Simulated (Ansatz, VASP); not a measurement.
C in VASP and in Ansatz

```
C
1.0
     0.00000    1.93945    1.78340
     1.93945    0.00000    1.78340
     1.93945    1.93945    0.00000
C
2
Direct
  0.50000 0.50000 0.50000
  0.75000 0.75000 0.75000
```

Change from the starting cell: strain +0.0875 x Voigt [1, 1, 0, 0, 0, 0], atoms carried along.

Alike in both runs: task single point; functional LDA; k mesh 12 × 12 × 12; occupations gaussian, width 0.05 eV; no spin polarisation.

|  | VASP | Ansatz |
| --- | --- | --- |
| version | VASP 6.6.1 | Ansatz 0.2.0 |
| potentials or method | VASP PAW LDA potentials, release 64 (C), cutoff 520 eV | scalar-relativistic, plane waves, PAW |
| valence electrons in the cell | 8 | 8 |

|  | VASP | Ansatz | Ansatz less VASP |
| --- | --- | --- | --- |
| gap on the k mesh at the Fermi level (eV) | 1.91 | 1.92 | +0.005 |
| least direct gap on the mesh (eV) | 3.83 | 3.83 | +0.001 |
| pressure (GPa) | -62.8 | -63.5 | -0.74 |
| traceless stress, the component that is largest in VASP (GPa) | 39.11 | 39.17 | +0.056 |

LDA's correlation is that of Perdew and Zunger in VASP and of Perdew and Wang (1992) in Ansatz. Both programs put the cell under strong tension, so it lies far from rest at this level.

Noted on VASP's run: the cell as given lies far from equilibrium.
